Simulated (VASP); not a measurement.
# CdF2 (I4/mmm) in VASP: further runs

Runs on CdF2. Level: PBE. Tasks: single point.

All numbers are computed with VASP 6.6.1; they aren't measurements. Logs are shortened: lines on timing, memory, paths and dates and some standing lists are left out, and cuts for length are marked.

## Step 1: The cell of the first run

It takes space group I4/mmm (No. 139, tetragonal). The conventional cell has a = 3.810 Å, b = 3.810 Å, c = 5.547 Å, α = 90.00°, β = 90.00°, γ = 90.00°. Within 3.1 Å of Cd (site symmetry 4/mmm) lie 8 F at 2.36 Å. Within 3.1 Å of F (site symmetry -4m2) lie 4 Cd at 2.36 Å and 6 F at 2.69 to 2.77 Å.

## Step 2: Single point, PBE (uniaxial x strain +3.0%)

Input file INCAR:

```
SYSTEM = CdF2
  PREC = Accurate
  ENCUT = 520
  EDIFF = 1E-6
  ISMEAR = -1
  SIGMA = 0.02
  LREAL = .FALSE.
  LASPH = .TRUE.
  NELM = 100
  ALGO = Normal
  ISIF = 2
  LWAVE = .FALSE.
  LCHARG = .TRUE.
  GGA = PE
  LELF = .TRUE.
  LVHAR = .TRUE.
  NBANDS = 20
```

Input file KPOINTS:

```
regular mesh
0
G
  8 8 8
  0 0 0
```

Input file POSCAR:

```
CdF2
1.0
    0.0000000000      2.6941776810      2.6941776810
    2.7736559226      0.0000000000      2.6941776810
    2.7736559226      2.6941776810      0.0000000000
Cd F
1 2
Direct
    0.0000000000      0.0000000000      0.0000000000
    0.2500000000      0.2500000000      0.2500000000
    0.7500000000      0.7500000000      0.7500000000
```

Potentials or basis: VASP PAW PBE potentials, release 64 (Cd, F).

The run is started by

```
cat potpaw_PBE.64/Cd/POTCAR potpaw_PBE.64/F/POTCAR > POTCAR
mpirun -np 1 vasp_std > vasp.out
```

OUTCAR:

```text
SYSTEM = CdF2
   PREC = Accurate
   ENCUT = 520
   EDIFF = 1E-6
   ISMEAR = -1
   LREAL = .FALSE.
   LASPH = .TRUE.
   NELM = 100
   ISIF = 2
   GGA = PE

 ion  position               nearest neighbor table
   1  0.000  0.000  0.000-   3 2.36   3 2.36   3 2.36   2 2.36   3 2.36   2 2.36   2 2.36   2 2.36

   2  0.250  0.250  0.250-   1 2.36   1 2.36   1 2.36   1 2.36
   3  0.750  0.750  0.750-   1 2.36   1 2.36   1 2.36   1 2.36

  LATTYP: Found a body centered tetragonal cell.
 ALAT       =     3.8101426159
 C/A-ratio  =     1.4559328625

  Lattice vectors:

 A1 = (   2.7736559226,   0.0000000000,   2.6941776810)
 A2 = (   2.7736559226,   0.0000000000,  -2.6941776810)
 A3 = (  -2.7736559226,   2.6941776810,   0.0000000000)

Analysis of symmetry for initial positions (statically):
=====================================================================
 Subroutine PRICEL returns:
 Original cell was already a primitive cell.

 Routine SETGRP: Setting up the symmetry group for a
 body centered tetragonal supercell.

 Subroutine GETGRP returns: Found 16 space group operations
 (whereof 16 operations were pure point group operations)
 out of a pool of 16 trial point group operations.

The static configuration has the point symmetry D_4h.

Analysis of symmetry for dynamics (positions and initial velocities):
=====================================================================
 Subroutine PRICEL returns:
 Original cell was already a primitive cell.

 Routine SETGRP: Setting up the symmetry group for a
 body centered tetragonal supercell.

 Subroutine GETGRP returns: Found 16 space group operations
 (whereof 16 operations were pure point group operations)
 out of a pool of 16 trial point group operations.

The dynamic configuration has the point symmetry D_4h.

 Subroutine INISYM returns: Found 16 space group operations
 (whereof 16 operations are pure point group operations),
 and found     1 'primitive' translations

----------------------------------------------------------------------------------------

                                     Primitive cell

  volume of cell :      40.2657

  direct lattice vectors                    reciprocal lattice vectors
     0.000000000  2.694177681  2.694177681    -0.180267493  0.185585384  0.185585384
     2.773655923  0.000000000  2.694177681     0.180267493 -0.185585384  0.185585384
     2.773655923  2.694177681  0.000000000     0.180267493  0.185585384 -0.185585384

  length of vectors
     3.810142616  3.866750645  3.866750645     0.318402636  0.318402636  0.318402636

  position of ions in fractional coordinates (direct lattice)
     0.000000000  0.000000000  0.000000000
     0.250000000  0.250000000  0.250000000
     0.750000000  0.750000000  0.750000000

  ion indices of the primitive-cell ions
   primitive index   ion index
                 1           1
                 2           2
                 3           3

----------------------------------------------------------------------------------------

 KPOINTS: regular mesh

Automatic generation of k-mesh.
 Grid dimensions read from file:
 generate k-points for:    8    8    8

 Generating k-lattice:

  Cartesian coordinates                     Fractional coordinates (reciprocal lattice)
    -0.022533437  0.023198173  0.023198173     0.125000000  0.000000000  0.000000000
     0.022533437 -0.023198173  0.023198173     0.000000000  0.125000000  0.000000000
     0.022533437  0.023198173 -0.023198173     0.000000000  0.000000000  0.125000000

  Length of vectors
     0.039800330  0.039800330  0.039800330

  Shift w.r.t. Gamma in fractional coordinates (k-lattice)
     0.000000000  0.000000000  0.000000000

 Subroutine IBZKPT returns following result:
 ===========================================

 Found     59 irreducible k-points:

 Following reciprocal coordinates:
            Coordinates               Weight
  0.000000  0.000000  0.000000      1.000000
  0.125000  0.000000  0.000000      8.000000
  0.250000  0.000000  0.000000      8.000000
  0.375000  0.000000  0.000000      8.000000
  0.500000  0.000000  0.000000      4.000000
  0.125000  0.125000  0.000000      4.000000
[... 16 lines left out ...]
  0.250000  0.125000  0.125000      4.000000
  0.375000  0.125000  0.125000      8.000000
 [... further k-points ...]
   k-points           NKPTS =     59   k-points in BZ     NKDIM =     59   number of bands    NBANDS=     20
   number of dos      NEDOS =    301   number of ions     NIONS =      3
   total plane-waves  NPLWV =  25200
   dimension x,y,z NGX =    28 NGY =   30 NGZ =   30
   dimension x,y,z NGXF=    56 NGYF=   60 NGZF=   60
   ions per type =               1   2
   NGX,Y,Z   is equivalent  to a cutoff of  12.22, 12.90, 12.90 a.u.
   NGXF,Y,Z  is equivalent  to a cutoff of  24.43, 25.80, 25.80 a.u.
 SYSTEM =  CdF2
   PREC   = accura    normal or accurate (medium, high low for compatibility)
   ISTART =      0    job   : 0-new  1-cont  2-samecut
   ICHARG =      2    charge: 1-file 2-atom 10-const
   ISPIN  =      1    spin polarized calculation?
   LNONCOLLINEAR =      F non collinear calculations
   LSORBIT =      F    spin-orbit coupling
   LASPH  =      T    aspherical Exc in radial PAW
   ENCUT  =  520.0 eV  38.22 Ry    6.18 a.u.   7.08  7.19  7.19*2*pi/ulx,y,z
   NELM   =    100;   NELMIN=  2; NELMDL= -5     # of ELM steps
   EDIFF  = 0.1E-05   stopping-criterion for ELM
   LREAL  =      F    real-space projection
   EDIFFG = 0.1E-04   stopping-criterion for IOM
   NSW    =      0    number of steps for IOM
   IBRION =     -1    ionic relax: 0-MD 1-quasi-New 2-CG
   NFREE  =      0    steps in history (QN), initial steepest desc. (CG)
   ISIF   =      2    stress and relaxation
   ISYM   =      2    0-nonsym 1-usesym 2-fastsym
   POTIM  = 0.5000    time-step for ionic-motion
   TEBEG  =    0.0;   TEEND  =   0.0 temperature during run
   PSTRESS=    0.0 pullay stress
   NELECT =      26.0000    total number of electrons
   NUPDOWN=      -1.0000    fix difference up-down
   EMIN   =  10.00;   EMAX   =-10.00  energy-range for DOS
   EFERMI =   0.00;   METHOD = LEGACY
   ISMEAR =    -1;   SIGMA  =   0.02  broadening in eV -4-tet -1-fermi 0-gaus
   EFERMI_NEDOS =   21; number of points for ismear=-14 and -15
   IALGO  =     38    algorithm
   IMIX   =      4    mixing-type and parameters
     AMIX     =   0.40;   BMIX     =  1.00
     AMIX_MAG =   1.60;   BMIX_MAG =  1.00
  volume/ion in A,a.u.               =      13.42        90.58
  Fermi-wavevector in a.u.,A,eV,Ry     =   1.414993  2.673949 27.241652  2.002205
  Thomas-Fermi vector in A             =   2.536478
   LORBIT       =      0    0 simple, 1 ext, 2 COOP (PROOUT), +10 PAW based schemes
   GGA     = PE    functional components
   LHFCALC =     F    Hartree Fock is set to
   AEXX    =    0.0000 exact exchange contribution
   IVDW    =     0    specifies the selected vdW correction
   LEPSILON=     F    determine dielectric tensor
   LRPA    =     F    only Hartree local field effects (RPA)
 non-spin polarized calculation
  energy-cutoff  :      520.00
  volume of cell :       40.27
 maximum number of plane-waves:      1095
   NGX = 15   NGY = 15   NGZ = 15

 number of electron      25.9999995 magnetization

 Free energy of the ion-electron system (eV)
  ---------------------------------------------------
  ext. energy  EPLUGINS =         0.00000000
  ---------------------------------------------------
  free energy    TOTEN  =       -10.88665228 eV

  energy without entropy =      -10.88665228  energy(sigma->0) =      -10.88665228

 E-fermi :  -0.9896     XC(G=0): -10.2544

 val. band max:       -1.4974636642   @ k =   0.5000  -0.2500   0.2500
 cond. band min:       1.4297373671   @ k =   0.0000   0.0000   0.0000
 fundamental gap:      2.9272010313
 Fermi energy:        -0.9896288784

 k-point     1 :       0.0000    0.0000    0.0000
  band No.  band energies     occupation
      1     -22.1713      2.00000
      2     -21.1422      2.00000
      3      -7.0710      2.00000
      4      -7.0526      2.00000
      5      -7.0526      2.00000
      6      -5.9845      2.00000
[... 12 lines left out ...]
     19      17.8450      0.00000
     20      18.4878      0.00000

 k-point     2 :       0.1250    0.0000    0.0000
  band No.  band energies     occupation
      1     -22.1254      2.00000
      2     -21.1830      2.00000
      3      -7.0124      2.00000
      4      -6.9969      2.00000
      5      -6.9053      2.00000
      6      -5.9985      2.00000
[... 12 lines left out ...]
     19      17.4588      0.00000
     20      18.0571      0.00000

 k-point     3 :       0.2500    0.0000    0.0000
  band No.  band energies     occupation
      1     -22.0001      2.00000
      2     -21.2944      2.00000
      3      -6.8924      2.00000
      4      -6.8682      2.00000
      5      -6.4980      2.00000
      6      -6.0055      2.00000
[... 12 lines left out ...]
     19      17.3399      0.00000
     20      17.7393      0.00000

 k-point     4 :       0.3750    0.0000    0.0000
  band No.  band energies     occupation
      1     -21.8269      2.00000
      2     -21.4504      2.00000
      3      -6.7984      2.00000
      4      -6.7618      2.00000
      5      -5.9986      2.00000
      6      -5.9656      2.00000
[... 12 lines left out ...]
     19      16.8098      0.00000
     20      17.3008      0.00000

 k-point     5 :       0.5000    0.0000    0.0000
  band No.  band energies     occupation
      1     -21.6679      2.00000
      2     -21.6017      2.00000
      3      -6.7714      2.00000
      4      -6.7295      2.00000
      5      -5.9240      2.00000
      6      -5.9057      2.00000
[... 12 lines left out ...]
     19      16.6109      0.00000
     20      16.9714      0.00000
[... 353 lines left out ...]
      6      -5.8717      2.00000
[... 12 lines left out ...]
     19      17.7296      0.00000
     20      19.7049      0.00000

 k-point    22 :       0.0000    0.1250    0.1250
  band No.  band energies     occupation
      1     -22.1172      2.00000
      2     -21.1887      2.00000
      3      -6.9689      2.00000
      4      -6.9689      2.00000
      5      -6.8883      2.00000
      6      -6.0532      2.00000
[... 12 lines left out ...]
     19      17.6785      0.00000
     20      18.6303      0.00000

 k-point    23 :       0.2500    0.1250    0.1250
  band No.  band energies     occupation
      1     -22.0486      2.00000
      2     -21.2520      2.00000
      3      -6.9241      2.00000
      4      -6.9105      2.00000
      5      -6.6808      2.00000
      6      -6.0485      2.00000
[... 12 lines left out ...]
     19      17.2043      0.00000
     20      18.4262      0.00000

 k-point    24 :       0.3750    0.1250    0.1250
  band No.  band energies     occupation
      1     -21.9067      2.00000
      2     -21.3769      2.00000
      3      -6.8059      2.00000
      4      -6.7624      2.00000
      5      -6.2758      2.00000
      6      -6.0804      2.00000
[... 12 lines left out ...]
     19      16.6313      0.00000
     20      19.0357      0.00000

 [... further k-points ...]

------------------------ aborting loop because EDIFF is reached ----------------------------------------

  FORCE on cell =-STRESS in cart. coord.  units (eV):
  Direction    XX          YY          ZZ          XY          YZ          ZX
  --------------------------------------------------------------------------------------
  -------------------------------------------------------------------------------------
  Total        0.1950187      0.9637734      0.9637734     -0.0000000      0.0000000      0.0000000
  in kB        7.7598226     38.3486854     38.3486854     -0.0000000      0.0000000      0.0000000
  external PRESSURE =      28.1523978 kB  Pullay stress =       0.0000000 kB

 VOLUME and BASIS-vectors are now :
 -----------------------------------------------------------------------------
  energy-cutoff  :      520.00
  volume of cell :       40.27
      direct lattice vectors                 reciprocal lattice vectors
     0.000000000  2.694177681  2.694177681    -0.180267493  0.185585384  0.185585384
     2.773655923  0.000000000  2.694177681     0.180267493 -0.185585384  0.185585384
     2.773655923  2.694177681  0.000000000     0.180267493  0.185585384 -0.185585384

 POSITION                                       TOTAL-FORCE (eV/Angst)
 -----------------------------------------------------------------------------------
      0.00000      0.00000      0.00000         0.000000     -0.000000      0.000000
      1.38683      1.34709      1.34709        -0.000000      0.000000      0.000000
      4.16048      4.04127      4.04127         0.000000     -0.000000     -0.000000
 -----------------------------------------------------------------------------------
    total drift:                                0.000000      0.000000      0.000000

  FREE ENERGIE OF THE ION-ELECTRON SYSTEM (eV)
  ---------------------------------------------------
  free  energy   TOTEN  =       -10.8866522839 eV

  energy  without entropy=      -10.8866522839  energy(sigma->0) =      -10.88665228
```

Run time: 25 s. Hardware: 1 thread of Intel Xeon 6975P-C (Granite Rapids), shared host; peak memory 0.18 GiB.

Results:

| Item | Value |
| --- | --- |
| Free energy | -10.8867 eV |
| Pressure | 2.8 GPa |
| Band gap on the k mesh | 2.93 eV, indirect (least direct gap 3.44 eV) |

Stress tensor (GPa, compression positive):
```
0.78 0.00 0.00
0.00 3.83 0.00
0.00 0.00 3.83
```

Caveat: the cell differs from its parent crystal (uniaxial x strain +3.0%). A k mesh can miss the band edges.

## Step 3: Single point, PBE (biaxial xy strain +1.6%)

Input file INCAR:

```
SYSTEM = CdF2
  ALGO = Normal
  EDIFF = 1E-6
  ENCUT = 520
  GGA = PE
  ISIF = 2
  ISMEAR = -1
  LASPH = .True.
  LCHARG = .True.
  LELF = .True.
  LREAL = .False.
  LVHAR = .True.
  LWAVE = .False.
  NBANDS = 20
  NELM = 80
  PREC = Accurate
  SIGMA = 0.02
```

Input file KPOINTS:

```
k-points
0
Gamma
  8 8 8
  0 0 0
```

Input file POSCAR:

```
CdF2
1.0
    0.0000000000      2.7383621950      2.6941776810
    2.7383621950      0.0000000000      2.6941776810
    2.7383621950      2.7383621950      0.0000000000
Cd F
1 2
Direct
    0.0000000000      0.0000000000      0.0000000000
    0.2500000000      0.2500000000      0.2500000000
    0.7500000000      0.7500000000      0.7500000000
```

Potentials or basis: VASP PAW PBE potentials, release 64 (Cd, F).

The run is started by

```
cat potpaw_PBE.64/Cd/POTCAR potpaw_PBE.64/F/POTCAR > POTCAR
mpirun -np 1 vasp_std > vasp.out
```

Run time: 25 s. Hardware: 1 thread of Intel Xeon 6975P-C (Granite Rapids), shared host; peak memory 0.19 GiB.

Results (log left out):

| Quantity | Value |
| --- | --- |
| Free energy | -10.8943 eV |
| Pressure | 2.5 GPa |
| Band gap on the k mesh | 2.94 eV, indirect (least direct gap 3.47 eV) |

Stress tensor (GPa, compression positive):
```
1.88 0.00 0.00
0.00 1.88 0.00
0.00 0.00 3.60
```

Levels at points of the mesh, in eV from the valence-band top:
```csv
k point,band 11,band 12,band 13,band 14,band 15,band 16
"(0.00, 0.00, 0.00)",-0.58,-0.53,-0.53,2.94,12.50,12.55
"(0.50, 0.00, 0.00)",-1.71,-0.43,-0.42,6.91,9.03,14.14
"(0.50, 0.50, 0.00)",-0.39,-0.11,-0.11,7.70,9.44,11.85
"(0.50, 0.00, 0.50)",-0.48,-0.12,-0.06,7.73,9.47,11.84
```

Caveat: the cell differs from its parent crystal (biaxial xy strain +1.6%). A k mesh can miss the band edges.
